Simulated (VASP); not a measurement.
A run of VASP 6.6.1 is set up as follows.

Contents of POSCAR:

```
AlN
1.0
    0.0000000000      2.1848764128      2.2176495589
    2.1848764128      0.0000000000      2.2176495589
    2.1848764128      2.1848764128      0.0000000000
Al N
1 1
Direct
    0.0000000000      0.0000000000      0.0000000000
    0.2500000000      0.2500000000      0.2500000000
```

The input INCAR.step1:

```
SYSTEM = AlN
PREC     = Accurate       ! precision mode
ENCUT    = 520            ! plane-wave cutoff, eV
ISMEAR   = 0              ! smearing method
SIGMA    = 0.01           ! smearing width, eV
LREAL    = .False.        ! projectors in reciprocal space
LASPH    = .True.         ! aspherical terms in the spheres
NELM     = 100            ! most SCF steps
NBANDS   = 11             ! bands
GGA      = PE             ! functional
ALGO     = Normal         ! electronic algorithm
EDIFF    = 1E-4           ! SCF threshold, eV
LWAVE    = .True.         ! write WAVECAR
LCHARG   = .False.        ! write CHGCAR
```

INCAR.step2

```
SYSTEM = AlN
PREC     = Accurate       ! precision mode
ENCUT    = 520            ! plane-wave cutoff, eV
EDIFF    = 1E-7           ! SCF threshold, eV
ISMEAR   = 0              ! smearing method
SIGMA    = 0.01           ! smearing width, eV
LREAL    = .False.        ! projectors in reciprocal space
LASPH    = .True.         ! aspherical terms in the spheres
NELM     = 100            ! most SCF steps
ALGO     = Normal         ! electronic algorithm
ISIF     = 2              ! what is computed and relaxed
LWAVE    = .False.        ! write WAVECAR
LCHARG   = .False.        ! write CHGCAR
METAGGA  = R2SCAN         ! meta-GGA
LMIXTAU  = .True.       
NBANDS   = 11             ! bands
ISTART   = 1
```

The input KPOINTS:

```
Automatic mesh
0
Gamma
  10 10 10
  0 0 0
```

Potentials or basis: VASP PAW PBE potentials, release 64 (Al, N).

Run with:

```sh
$ cat potpaw_PBE.64/Al/POTCAR potpaw_PBE.64/N/POTCAR > POTCAR
$ cp INCAR.step1 INCAR
$ mpirun -np 1 vasp_std > vasp.out
$ cp INCAR.step2 INCAR
$ mpirun -np 1 vasp_std > vasp.out
```

(1) What does it give for the band gap on the k mesh?

(2) Estimate the pressure.

## Answers

(1) 3.88 eV (least direct gap 4.72 eV).

(2) -3.5 GPa.

Caveat: the cell differs from its parent crystal (uniaxial z strain +1.5%); the cell stands under tension; the PAW data sets were made with another functional, which shifts forces and pressure a little.
